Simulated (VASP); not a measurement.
# Ta (Im-3m) in VASP: notebook, part 2 of 2

VASP 6.6.1.

## Step 3: Single point, LDA

This run uses another cell than the first one, of 17.25 Å³/atom.

INCAR

```
PREC = Accurate
ENCUT = 500
EDIFF = 1E-6
ISMEAR = -1
SIGMA = 0.1
LREAL = False
LASPH = True
NELM = 120
ALGO = Normal
ISIF = 2
LWAVE = False
LCHARG = True
LELF = True
LVHAR = True
NBANDS = 12
GGA_COMPAT = False
```

KPOINTS

```
Automatic mesh
0
Gamma
  8 8 8
```

POSCAR

```
Ta
1.0
   -1.6276710318      1.6276710318      1.6276710318
    1.6276710318     -1.6276710318      1.6276710318
    1.6276710318      1.6276710318     -1.6276710318
Ta
1
Direct
    0.0000000000      0.0000000000      0.0000000000
```

Potentials or basis: VASP PAW LDA potentials, release 64 (Ta_sv_GW).

Launch:

```
cat potpaw_LDA.64/Ta_sv_GW/POTCAR > POTCAR
mpirun -np 1 vasp_std > vasp.out
```

OUTCAR:

```text
PREC = Accurate
   ENCUT = 500
   EDIFF = 1E-6
   ISMEAR = -1
   LREAL = False
   LASPH = True
   NELM = 120
   ISIF = 2

 ion  position               nearest neighbor table
   1  0.000  0.000  0.000-

  LATTYP: Found a body centered cubic cell.
 ALAT       =     3.2553420636

  Lattice vectors:

 A1 = (  -1.6276710318,   1.6276710318,   1.6276710318)
 A2 = (   1.6276710318,  -1.6276710318,   1.6276710318)
 A3 = (   1.6276710318,   1.6276710318,  -1.6276710318)

[... 527 lines left out ...]
      2     -22.9717      2.00000
      3     -22.5807      2.00000
      4     -22.4570      2.00000
      5       7.9030      2.00000
      6       8.6584      2.00000
      7      12.0623      0.00000
      8      12.7902      0.00000
      9      16.4170      0.00000
     10      16.6170      0.00000
     11      25.3978      0.00000
     12      27.7572      0.00000

 [... further k-points ...]
[... 5 lines left out ...]
  --------------------------------------------------------------------------------------
  -------------------------------------------------------------------------------------
  Total       -0.2375249     -0.2375249     -0.2375249     -0.0000000      0.0000000     -0.0000000
  in kB      -22.0627551    -22.0627551    -22.0627551     -0.0000000      0.0000000     -0.0000000
  external PRESSURE =     -22.0627551 kB  Pullay stress =       0.0000000 kB

 VOLUME and BASIS-vectors are now :
 -----------------------------------------------------------------------------
  energy-cutoff  :      500.00
  volume of cell :       17.25
      direct lattice vectors                 reciprocal lattice vectors
    -1.627671032  1.627671032  1.627671032     0.000000000  0.307187380  0.307187380
     1.627671032 -1.627671032  1.627671032     0.307187380  0.000000000  0.307187380
     1.627671032  1.627671032 -1.627671032     0.307187380  0.307187380  0.000000000

 POSITION                                       TOTAL-FORCE (eV/Angst)
 -----------------------------------------------------------------------------------
      0.00000      0.00000      0.00000         0.000000      0.000000      0.000000
 -----------------------------------------------------------------------------------
    total drift:                                0.000000     -0.000000     -0.000000

  FREE ENERGIE OF THE ION-ELECTRON SYSTEM (eV)
  ---------------------------------------------------
  free  energy   TOTEN  =       -15.3678988098 eV

  energy  without entropy=      -15.3374374105  energy(sigma->0) =      -15.35266811
```

OSZICAR:

```text
N       E                     dE             d eps       ncg     rms          rms(c)
DAV:   1     0.605317002689E+02    0.60532E+02   -0.78460E+03   704   0.103E+03
DAV:   2    -0.142645030965E+02   -0.74796E+02   -0.72351E+02   856   0.263E+02
DAV:   3    -0.161022028199E+02   -0.18377E+01   -0.18301E+01   820   0.376E+01
DAV:   4    -0.161147246907E+02   -0.12522E-01   -0.12522E-01   804   0.395E+00
DAV:   5    -0.161149773235E+02   -0.25263E-03   -0.25263E-03   964   0.370E-01    0.860E+01
DAV:   6    -0.155162867621E+02    0.59869E+00   -0.58175E-01   740   0.672E+00    0.563E+01
DAV:   7    -0.154147581201E+02    0.10153E+00   -0.87592E-01   772   0.781E+00    0.111E+01
DAV:   8    -0.153677650977E+02    0.46993E-01   -0.14353E-01   716   0.354E+00    0.124E+00
DAV:   9    -0.153678962475E+02   -0.13115E-03   -0.15926E-03   772   0.452E-01    0.183E+00
DAV:  10    -0.153678985885E+02   -0.23410E-05   -0.57834E-05   800   0.101E-01    0.927E-01
DAV:  11    -0.153678988098E+02   -0.22130E-06   -0.22080E-06   776   0.141E-02
   1 F= -.15367899E+02 E0= -.15352668E+02  d E =-.304614E-01
```

stdout:

```text
POSCAR found type information on POSCAR Ta
 POSCAR found :  1 types and       1 ions
 scaLAPACK will be used
 LDA part: xc-table for (Slater(with rela. corr.)+CA(PZ))
 , standard interpolation
 POSCAR, INCAR and KPOINTS ok, starting setup
 FFT: planning ... GRIDC
 FFT: planning ... GRID_SOFT
 FFT: planning ... GRID
 WAVECAR not read
 entering main loop
```

Run time: 6.9 s. Hardware: 1 thread of Intel Xeon Platinum 8488C (Sapphire Rapids), shared host; peak memory 0.13 GiB.

What came out:

```
Free energy            : -15.3679 eV
Pressure               : -2.2 GPa
Band gap on the k mesh : zero (an odd number of electrons rules out a gap without spin polarisation)
```

Caveat: spin-orbit coupling is left out, which moves the levels of the heavy elements.

## Step 4: Single point, LDA

This run uses another cell than the first one, of 17.25 Å³/atom.

INCAR

```
SYSTEM = Ta
PREC     = Accurate       ! precision mode
ENCUT    = 500            ! plane-wave cutoff, eV
EDIFF    = 1E-6           ! SCF threshold, eV
ISMEAR   = 0              ! smearing method
SIGMA    = 0.01           ! smearing width, eV
LREAL    = .False.        ! projectors in reciprocal space
LASPH    = .True.         ! aspherical terms in the spheres
NELM     = 120            ! most SCF steps
ALGO     = Normal         ! electronic algorithm
ISIF     = 2              ! what is computed and relaxed
LWAVE    = .False.        ! write WAVECAR
LCHARG   = .False.        ! write CHGCAR
NBANDS   = 12             ! bands
GGA_COMPAT= .False.
```

KPOINTS

```
regular mesh
0
Gamma
  14 14 14
  0 0 0
```

POSCAR is that of step 3.

Launch:

```
cat potpaw_LDA.64/Ta_sv_GW/POTCAR > POTCAR
mpirun -np 1 vasp_std > vasp.out
```

It took 15 s on 1 thread of Intel Xeon 6975P-C (Granite Rapids), shared host; peak memory 0.15 GiB.

It converged, with:

```yaml
Free_energy: -15.3192 eV
Pressure: -0.5 GPa
Band_gap_on_the_k_mesh: zero (an odd number of electrons rules out a gap without spin polarisation)
```

Levels at points of the mesh, in eV from the Fermi level:
```csv
k point,band 2,band 3,band 4,band 5,band 6,band 7,band 8,band 9,band 10,band 11
"(0.00, 0.00, 0.00)",-32.72,-32.72,-32.72,-7.97,0.68,0.68,0.68,4.10,4.10,14.87
"(0.50, 0.00, 0.00)",-34.10,-33.16,-32.73,-4.54,-1.70,1.99,4.01,5.07,8.19,12.02
"(0.50, 0.50, 0.50)",-33.68,-33.68,-33.68,-4.06,-4.06,7.15,7.15,7.15,9.13,9.13
```

Caveat: spin-orbit coupling is left out, which moves the levels of the heavy elements.

## Step 5: Single point, LDA

This run uses another cell than the first one, of 17.25 Å³/atom.

INCAR

```
PREC = Accurate ; ENCUT = 500
EDIFF = 1E-6 ; ISMEAR = -1
SIGMA = 1.0 ; LREAL = F
LASPH = T ; NELM = 120
ALGO = Normal ; ISIF = 2
LWAVE = F ; LCHARG = F
GGA = CA ; NBANDS = 12
GGA_COMPAT = F
```

KPOINTS

```
Automatic mesh
0
Gamma
  14 14 14
```

POSCAR is that of step 4.

Potentials or basis: VASP PAW LDA potentials, release 64 (Ta_sv_GW).

Launch:

```
cat potpaw_LDA.64/Ta_sv_GW/POTCAR > POTCAR
mpirun -np 1 vasp_std > vasp.out
```

OUTCAR:

```text
PREC = Accurate
   ENCUT = 500
   EDIFF = 1E-6
   ISMEAR = -1
   LREAL = F
   LASPH = T
   NELM = 120
   ISIF = 2
   GGA = CA

 ion  position               nearest neighbor table
   1  0.000  0.000  0.000-

  LATTYP: Found a body centered cubic cell.
 ALAT       =     3.2553420636

  Lattice vectors:

 A1 = (  -1.6276710318,   1.6276710318,   1.6276710318)
 A2 = (   1.6276710318,  -1.6276710318,   1.6276710318)
 A3 = (   1.6276710318,   1.6276710318,  -1.6276710318)

[... 528 lines left out ...]
      3     -22.6819      2.00000
      4     -22.0021      2.00000
      5       8.1171      1.91849
      6       9.5291      1.70302
      7      10.1670      1.50375
      8      15.1872      0.03923
      9      15.8099      0.02124
     10      20.1937      0.00027
     11      22.5196      0.00003
     12      24.3296      0.00000

 [... further k-points ...]
[... 5 lines left out ...]
  --------------------------------------------------------------------------------------
  -------------------------------------------------------------------------------------
  Total        1.4304432      1.4304432      1.4304432     -0.0000000      0.0000000     -0.0000000
  in kB      132.8682812    132.8682812    132.8682812     -0.0000000      0.0000000     -0.0000000
  external PRESSURE =     132.8682812 kB  Pullay stress =       0.0000000 kB

 VOLUME and BASIS-vectors are now :
 -----------------------------------------------------------------------------
  energy-cutoff  :      500.00
  volume of cell :       17.25
      direct lattice vectors                 reciprocal lattice vectors
    -1.627671032  1.627671032  1.627671032     0.000000000  0.307187380  0.307187380
     1.627671032 -1.627671032  1.627671032     0.307187380  0.000000000  0.307187380
     1.627671032  1.627671032 -1.627671032     0.307187380  0.307187380  0.000000000

 POSITION                                       TOTAL-FORCE (eV/Angst)
 -----------------------------------------------------------------------------------
      0.00000      0.00000      0.00000         0.000000     -0.000000     -0.000000
 -----------------------------------------------------------------------------------
    total drift:                                0.000000      0.000000      0.000000

  FREE ENERGIE OF THE ION-ELECTRON SYSTEM (eV)
  ---------------------------------------------------
  free  energy   TOTEN  =       -16.8677054816 eV

  energy  without entropy=      -13.9639048584  energy(sigma->0) =      -15.41580517
```

OSZICAR:

```text
N       E                     dE             d eps       ncg     rms          rms(c)
DAV:   1     0.620872294052E+02    0.62087E+02   -0.76538E+03  2552   0.102E+03
DAV:   2    -0.155377097749E+02   -0.77625E+02   -0.74211E+02  2976   0.268E+02
DAV:   3    -0.175313978054E+02   -0.19937E+01   -0.19764E+01  3036   0.391E+01
DAV:   4    -0.175445963771E+02   -0.13199E-01   -0.13197E-01  2768   0.399E+00
DAV:   5    -0.175448574044E+02   -0.26103E-03   -0.26103E-03  3552   0.386E-01    0.864E+01
DAV:   6    -0.170001044724E+02    0.54475E+00   -0.53305E-01  2692   0.639E+00    0.559E+01
DAV:   7    -0.169081987147E+02    0.91906E-01   -0.76611E-01  2824   0.725E+00    0.105E+01
DAV:   8    -0.168676042435E+02    0.40594E-01   -0.12627E-01  2628   0.329E+00    0.799E-01
DAV:   9    -0.168677068059E+02   -0.10256E-03   -0.14569E-03  2828   0.422E-01    0.134E+00
DAV:  10    -0.168677047710E+02    0.20349E-05   -0.75045E-05  2832   0.110E-01    0.779E-01
DAV:  11    -0.168677054816E+02   -0.71056E-06   -0.53521E-06  2892   0.192E-02
   1 F= -.16867705E+02 E0= -.15415805E+02  d E =-.290380E+01
```

Run time: 12 s. Hardware: 1 thread of Intel Xeon Platinum 8488C (Sapphire Rapids), shared host; peak memory 0.14 GiB.

What came out:

| Property | Result |
| --- | --- |
| Free energy | -16.8677 eV |
| Pressure | 13.3 GPa |
| Band gap on the k mesh | zero (an odd number of electrons rules out a gap without spin polarisation) |

Caveat: the cell stands under pressure; so wide a smearing shifts energies and pressures; spin-orbit coupling is left out, which moves the levels of the heavy elements.

## Step 6: The runs side by side

| task | cell | k mesh | smearing | gap on the mesh (eV) | pressure (GPa) |
| --- | --- | --- | --- | --- | --- |
| relaxation of cell and atoms | relaxed from a = 2.863 Å, angles 109.5°, 1 atom | 13 × 13 × 13 | fermi-dirac 0.1 eV | none | 0.0 |
| single point | a = 2.819 Å, angles 109.5°, 1 atom | 8 × 8 × 8 | fermi-dirac 0.1 eV | none | -2.2 |
| single point | a = 2.819 Å, angles 109.5°, 1 atom | 14 × 14 × 14 | gaussian 0.01 eV | none | -0.5 |
| single point | a = 2.819 Å, angles 109.5°, 1 atom | 14 × 14 × 14 | fermi-dirac 1 eV | none | 13.3 |

Alike in all rows: level LDA; potentials or basis VASP PAW LDA potentials, release 64 (Ta_sv_GW); no spin polarisation; cutoff (eV) 500.

Caveats: spin-orbit coupling is left out, which moves the levels of the heavy elements; the cell stands under pressure (at least some runs); so wide a smearing shifts energies and pressures (at least some runs).

Total energies depend on the potentials used, so only differences within one code and one set of settings carry meaning.
